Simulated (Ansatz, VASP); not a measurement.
## Two plane-wave programs on Cd

```
Cd
1.0
     1.60471    0.92648    2.36664
    -1.60471    0.92648    2.36664
     0.00000   -1.85296    2.36664
Cd
1
Direct
  0.00000 0.00000 0.00000
```

Alike in both runs: functional PBEsol; k mesh 21 × 21 × 21; occupations gaussian, width 0.1 eV; no spin polarisation.

Ansatz relaxed the structure, and its values are those at the end. VASP's run is a single point on that final structure, the one shown.

|  | VASP | Ansatz |
| --- | --- | --- |
| version | VASP 6.6.1 | Ansatz 0.2.0 |
| potentials or method | VASP PAW PBE potentials, release 64 (Cd), cutoff 520 eV | scalar-relativistic, plane waves, PAW |
| valence electrons in the cell | 12 | 20 |

```tsv
	VASP	Ansatz	Ansatz less VASP
gap on the k mesh at the Fermi level (eV)	none	none	-
pressure (GPa)	0.4	0.0	-0.39
```

VASP's potentials were made for PBE, not for PBEsol. A gap of «none» marks a metal or a gap that the smearing closes. VASP's potentials hold 12 valence electrons a cell and Ansatz's 20, so a difference there can come from the potentials and not from the codes.
